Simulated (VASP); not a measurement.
# Re (P6_3/mmc) in VASP: further runs, part 2 of 3

VASP 6.6.1. The steps go on from the part before.

### 3 Electric field gradients, LDA (zz strain of +1 %)

The input, INCAR:

```
SYSTEM = Re
ALGO = Normal
EDIFF = 1E-8
ENCUT = 520
ISIF = 2
ISMEAR = -1
LASPH = .True.
LCHARG = .False.
LEFG = .True.
LREAL = .False.
LWAVE = .False.
NBANDS = 14
NELM = 100
PREC = Accurate
SIGMA = 0.05
```

The input, KPOINTS:

```
k-points
0
Gamma
  14 14 8
  0 0 0
```

The input, POSCAR:

```
Re
1.0
    2.6029010724      0.0000000000      0.0000000000
   -1.3014505362      2.2541784522      0.0000000000
    0.0000000000      0.0000000000      4.2036200000
Re
2
Direct
    0.3333333333      0.6666666667      0.2500000000
    0.6666666667      0.3333333333      0.7500000000
```

Potentials or basis: VASP PAW LDA potentials, release 64 (Re).

Run with:

```console
$ cat potpaw_LDA.64/Re/POTCAR > POTCAR
$ mpirun -np 1 vasp_std > vasp.out
```

OUTCAR:

```text
SYSTEM = Re
   EDIFF = 1E-8
   ENCUT = 520
   ISIF = 2
   ISMEAR = -1
   LASPH = .True.
   LREAL = .False.
   NELM = 100
   PREC = Accurate

 ion  position               nearest neighbor table
   1  0.333  0.667  0.250-   2 2.58   2 2.58   2 2.58   2 2.58   2 2.58   2 2.58
   2  0.667  0.333  0.750-   1 2.58   1 2.58   1 2.58   1 2.58   1 2.58   1 2.58

  LATTYP: Found a hexagonal cell.
 ALAT       =     2.6029010724
 C/A-ratio  =     1.6149749388

  Lattice vectors:

 A1 = (   2.6029010724,   0.0000000000,   0.0000000000)
 A2 = (  -1.3014505362,   2.2541784522,   0.0000000000)
 A3 = (   0.0000000000,   0.0000000000,   4.2036200000)

Analysis of symmetry for initial positions (statically):
=====================================================================
 Subroutine PRICEL returns:
 Original cell was already a primitive cell.

 Routine SETGRP: Setting up the symmetry group for a
 hexagonal supercell.

 Subroutine GETGRP returns: Found 24 space group operations
 (whereof 12 operations were pure point group operations)
 out of a pool of 24 trial point group operations.

The static configuration has the point symmetry D_3d.
 The point group associated with its full space group is D_6h.

Analysis of symmetry for dynamics (positions and initial velocities):
=====================================================================
 Subroutine PRICEL returns:
 Original cell was already a primitive cell.

 Routine SETGRP: Setting up the symmetry group for a
 hexagonal supercell.

 Subroutine GETGRP returns: Found 24 space group operations
 (whereof 12 operations were pure point group operations)
 out of a pool of 24 trial point group operations.

The dynamic configuration has the point symmetry D_3d.
 The point group associated with its full space group is D_6h.

 Subroutine INISYM returns: Found 24 space group operations
 (whereof 12 operations are pure point group operations),
 and found     1 'primitive' translations

----------------------------------------------------------------------------------------

                                     Primitive cell

  volume of cell :      24.6643

  direct lattice vectors                    reciprocal lattice vectors
     2.602901072  0.000000000  0.000000000     0.384186710  0.221810301  0.000000000
    -1.301450536  2.254178452  0.000000000     0.000000000  0.443620601  0.000000000
     0.000000000  0.000000000  4.203620000     0.000000000  0.000000000  0.237890199

  length of vectors
     2.602901072  2.602901072  4.203620000     0.443620601  0.443620601  0.237890199

  position of ions in fractional coordinates (direct lattice)
     0.333333333  0.666666667  0.250000000
     0.666666667  0.333333333  0.750000000

  ion indices of the primitive-cell ions
   primitive index   ion index
                 1           1
                 2           2

----------------------------------------------------------------------------------------

 KPOINTS: k-points

Automatic generation of k-mesh.
 Grid dimensions read from file:
 generate k-points for:   14   14    8

 Generating k-lattice:
[... 77 lines left out ...]
   ISMEAR =    -1;   SIGMA  =   0.05  broadening in eV -4-tet -1-fermi 0-gaus
   EFERMI_NEDOS =   21; number of points for ismear=-14 and -15
   IALGO  =     38    algorithm
   IMIX   =      4    mixing-type and parameters
     AMIX     =   0.40;   BMIX     =  1.00
     AMIX_MAG =   1.60;   BMIX_MAG =  1.00
  volume/ion in A,a.u.               =      12.33        83.22
  Fermi-wavevector in a.u.,A,eV,Ry     =   1.355484  2.561493 24.998483  1.837337
  Thomas-Fermi vector in A             =   2.482568
   LORBIT       =      0    0 simple, 1 ext, 2 COOP (PROOUT), +10 PAW based schemes
   GGA     = CA    functional components
   LHFCALC =     F    Hartree Fock is set to
   AEXX    =    0.0000 exact exchange contribution
   IVDW    =     0    specifies the selected vdW correction
   LEPSILON=     F    determine dielectric tensor
   LRPA    =     F    only Hartree local field effects (RPA)
 non-spin polarized calculation
  energy-cutoff  :      520.00
  volume of cell :       24.66
 maximum number of plane-waves:       683
 NGX is ok and might be reduce to    20
   NGX =  9   NGY =  9   NGZ = 15

 number of electron      14.0000001 magnetization

 Free energy of the ion-electron system (eV)
  ---------------------------------------------------
  ext. energy  EPLUGINS =         0.00000000
  ---------------------------------------------------
  free energy    TOTEN  =       -26.53669252 eV

  energy without entropy =      -26.52640588  energy(sigma->0) =      -26.53154920

 E-fermi :  10.2454     XC(G=0): -14.8117

 val. band max:       10.2409406095   @ k =   0.1429  -0.0000   0.0000
 cond. band min:      10.2516277184   @ k =   0.1429   0.0714   0.0000
 fundamental gap:      0.0106871089
 Fermi energy:        10.2453861037

 k-point     1 :       0.0000    0.0000    0.0000
  band No.  band energies     occupation
      1      -0.7332      2.00000
      2       2.2221      2.00000
      3       8.0850      2.00000
      4       8.0850      2.00000
      5       8.1117      2.00000
      6       9.1951      2.00000
      7       9.1951      2.00000
      8      10.3876      0.10998
      9      10.3876      0.10998
     10      11.5765      0.00000
     11      14.4624      0.00000
     12      14.4624      0.00000
     13      22.7538      0.00000
     14      24.6062      0.00000
[... 377 lines left out ...]
      1       3.4588      2.00000
      2       5.3371      2.00000
      3       5.3670      2.00000
      4       6.4490      2.00000
      5       7.4240      2.00000
      6       7.8304      2.00000
      7      10.1662      1.65970
      8      13.7971      0.00000
      9      14.4618      0.00000
     10      14.7377      0.00000
     11      18.4373      0.00000
     12      18.5832      0.00000
     13      20.5612      0.00000
     14      27.4194      0.00000

 [... further k-points ...]
[... 5 lines left out ...]
  --------------------------------------------------------------------------------------
  -------------------------------------------------------------------------------------
  Total       13.7517988     13.7517988     13.5920062      0.0000000      0.0000000      0.0000000
  in kB      893.3068934    893.3068934    882.9268816      0.0000000      0.0000000      0.0000000
  external PRESSURE =     889.8468895 kB  Pullay stress =       0.0000000 kB

 VOLUME and BASIS-vectors are now :
 -----------------------------------------------------------------------------
  energy-cutoff  :      520.00
  volume of cell :       24.66
      direct lattice vectors                 reciprocal lattice vectors
     2.602901072  0.000000000  0.000000000     0.384186710  0.221810301  0.000000000
    -1.301450536  2.254178452  0.000000000     0.000000000  0.443620601  0.000000000
     0.000000000  0.000000000  4.203620000     0.000000000  0.000000000  0.237890199

 POSITION                                       TOTAL-FORCE (eV/Angst)
 -----------------------------------------------------------------------------------
     -0.00000      1.50279      1.05090        -0.000000     -0.000000      0.000000
      1.30145      0.75139      3.15271         0.000000      0.000000      0.000000
 -----------------------------------------------------------------------------------
    total drift:                                0.000000     -0.000000     -0.000000

  FREE ENERGIE OF THE ION-ELECTRON SYSTEM (eV)
  ---------------------------------------------------
  free  energy   TOTEN  =       -26.5366925206 eV

  energy  without entropy=      -26.5264058822  energy(sigma->0) =      -26.53154920

 Electric field gradients (V/A^2)
---------------------------------------------------------------------
 ion       V_xx      V_yy      V_zz      V_xy      V_xz      V_yz
---------------------------------------------------------------------
   1      40.499    40.499   -80.998     0.000     0.000    -0.000
   2      40.499    40.499   -80.998     0.000    -0.000     0.000
---------------------------------------------------------------------

 Electric field gradients after diagonalization (V/A^2)
 (convention: |V_zz| > |V_xx| > |V_yy|)
----------------------------------------------------------------------
 ion       V_xx      V_yy      V_zz     asymmetry (V_yy - V_xx)/ V_zz
----------------------------------------------------------------------
   1      40.499    40.499   -80.998       0.000
   2      40.499    40.499   -80.998       0.000
----------------------------------------------------------------------

           NMR quadrupolar parameters

 Cq : quadrupolar parameter    Cq=e*Q*V_zz/h
 eta: asymmetry parameters     (V_yy - V_xx)/ V_zz
 Q  : nuclear electric quadrupole moment in mb (millibarn)
----------------------------------------------------------------------
 ion       Cq(MHz)       eta       Q (mb)
----------------------------------------------------------------------
   1      -0.196       0.000       1.000
   2      -0.196       0.000       1.000
----------------------------------------------------------------------
```

stdout:

```text
POSCAR found type information on POSCAR Re
 POSCAR found :  1 types and       2 ions
 scaLAPACK will be used
 LDA part: xc-table for (Slater(with rela. corr.)+CA(PZ))
 , standard interpolation
 POSCAR, INCAR and KPOINTS ok, starting setup
 FFT: planning ... GRIDC
 FFT: planning ... GRID_SOFT
 FFT: planning ... GRID
 WAVECAR not read
 entering main loop
ion   1

ion   2
```

It took 66 s on 1 thread of AMD EPYC 7R43 (Zen 3), shared host; peak memory 0.12 GiB.

What came out:

```
Free energy            : -26.5367 eV
Pressure               : 89.0 GPa
Band gap on the k mesh : zero (band 7 reaches 12.16 eV, above the bottom of band 8 at 7.93 eV)
```

Electric field gradients, principal values (V/Å²):
```csv
atom,least,middle,greatest (by size)
1 Re,40.499,40.499,-80.998
2 Re,40.499,40.499,-80.998
```

Caveat: the cell differs from its parent crystal (zz strain of +1 %); without QUAD_EFG the Cq values of the log hold for a quadrupole moment of 1 mb, not for the nuclei; spin-orbit coupling is left out, which moves the levels of the heavy elements.

### 4 Electric field gradients, LDA (volume scaled by 1.04)

The input, INCAR:

```
PREC = Accurate ; ENCUT = 520
EDIFF = 1E-8 ; ISMEAR = -1
SIGMA = 0.05 ; LREAL = F
LASPH = T ; NELM = 60
ALGO = Normal ; ISIF = 2
LWAVE = F ; LCHARG = F
GGA = CA ; LEFG = T
NBANDS = 14
```

The input, KPOINTS:

```
regular mesh
0
Gamma
  14 14 8
```

The input, POSCAR:

```
Re
1.0
    2.6371536987      0.0000000000      0.0000000000
   -1.3185768494      2.2838420967      0.0000000000
    0.0000000000      0.0000000000      4.2167694387
Re
2
Direct
    0.3333333333      0.6666666667      0.2500000000
    0.6666666667      0.3333333333      0.7500000000
```

Potentials or basis: VASP PAW LDA potentials, release 64 (Re).

Run with:

```console
$ cat potpaw_LDA.64/Re/POTCAR > POTCAR
$ mpirun -np 1 vasp_std > vasp.out
```

OUTCAR:

```text
PREC = Accurate
   ENCUT = 520
   EDIFF = 1E-8
   ISMEAR = -1
   LREAL = F
   LASPH = T
   NELM = 60
   ISIF = 2
   GGA = CA

 ion  position               nearest neighbor table
   1  0.333  0.667  0.250-   2 2.60   2 2.60   2 2.60   2 2.60   2 2.60   2 2.60
   2  0.667  0.333  0.750-   1 2.60   1 2.60   1 2.60   1 2.60   1 2.60   1 2.60

  LATTYP: Found a hexagonal cell.
 ALAT       =     2.6371536987
 C/A-ratio  =     1.5989850879

  Lattice vectors:

 A1 = (   2.6371536987,   0.0000000000,   0.0000000000)
 A2 = (  -1.3185768494,   2.2838420967,   0.0000000000)
 A3 = (   0.0000000000,   0.0000000000,   4.2167694387)

Analysis of symmetry for initial positions (statically):
=====================================================================
 Subroutine PRICEL returns:
 Original cell was already a primitive cell.

 Routine SETGRP: Setting up the symmetry group for a
[... 599 lines left out ...]
  energy-cutoff  :      520.00
  volume of cell :       25.40
      direct lattice vectors                 reciprocal lattice vectors
     2.637153699  0.000000000  0.000000000     0.379196708  0.218929321  0.000000000
    -1.318576849  2.283842097  0.000000000     0.000000000  0.437858642  0.000000000
     0.000000000  0.000000000  4.216769439     0.000000000  0.000000000  0.237148370

 POSITION                                       TOTAL-FORCE (eV/Angst)
 -----------------------------------------------------------------------------------
     -0.00000      1.52256      1.05419        -0.000000      0.000000      0.000000
      1.31858      0.76128      3.16258         0.000000     -0.000000      0.000000
 -----------------------------------------------------------------------------------
    total drift:                                0.000000      0.000000     -0.000000

  FREE ENERGIE OF THE ION-ELECTRON SYSTEM (eV)
  ---------------------------------------------------
  free  energy   TOTEN  =       -26.8914437614 eV

  energy  without entropy=      -26.8803733323  energy(sigma->0) =      -26.88590855

 Electric field gradients (V/A^2)
---------------------------------------------------------------------
 ion       V_xx      V_yy      V_zz      V_xy      V_xz      V_yz
---------------------------------------------------------------------
   1      50.773    50.773  -101.546     0.000     0.000    -0.000
   2      50.773    50.773  -101.546     0.000    -0.000     0.000
---------------------------------------------------------------------

 Electric field gradients after diagonalization (V/A^2)
 (convention: |V_zz| > |V_xx| > |V_yy|)
----------------------------------------------------------------------
 ion       V_xx      V_yy      V_zz     asymmetry (V_yy - V_xx)/ V_zz
----------------------------------------------------------------------
   1      50.773    50.773  -101.546       0.000
   2      50.773    50.773  -101.546       0.000
----------------------------------------------------------------------

           NMR quadrupolar parameters

 Cq : quadrupolar parameter    Cq=e*Q*V_zz/h
 eta: asymmetry parameters     (V_yy - V_xx)/ V_zz
 Q  : nuclear electric quadrupole moment in mb (millibarn)
----------------------------------------------------------------------
 ion       Cq(MHz)       eta       Q (mb)
----------------------------------------------------------------------
   1      -0.246       0.000       1.000
   2      -0.246       0.000       1.000
----------------------------------------------------------------------
```

Run time: 29 s. Hardware: 1 thread of Intel Xeon Platinum 8488C (Sapphire Rapids), shared host; peak memory 0.15 GiB.

Results:

| Item | Value |
| --- | --- |
| Free energy | -26.8914 eV |
| Pressure | 67.7 GPa |
| Band gap on the k mesh | zero (band 7 reaches 11.65 eV, above the bottom of band 8 at 7.57 eV) |

Levels at points of the mesh, in eV from the Fermi level:
| k point | band 4 | band 5 | band 6 | band 7 | band 8 | band 9 | band 10 | band 11 |
| --- | --- | --- | --- | --- | --- | --- | --- | --- |
| (0.00, 0.00, 0.00) | -2.06 | -1.87 | -0.97 | -0.97 | 0.05 | 0.05 | 1.35 | 4.07 |
| (0.50, 0.00, 0.00) | -2.57 | -1.64 | -1.46 | -0.57 | 4.83 | 5.55 | 5.56 | 7.54 |
| (0.00, 0.00, 0.50) | -2.71 | -2.24 | -2.24 | -2.24 | -2.24 | 3.15 | 3.15 | 3.15 |
| (0.50, 0.00, 0.50) | -5.01 | 0.36 | 0.36 | 1.44 | 1.44 | 5.25 | 5.25 | 5.93 |

Electric field gradients, principal values (V/Å²):
| atom | least | middle | greatest (by size) |
| --- | --- | --- | --- |
| 1 Re | 50.773 | 50.773 | -101.546 |
| 2 Re | 50.773 | 50.773 | -101.546 |

Caveat: without QUAD_EFG the Cq values of the log hold for a quadrupole moment of 1 mb, not for the nuclei; spin-orbit coupling is left out, which moves the levels of the heavy elements.

[end of part 2 of 3]
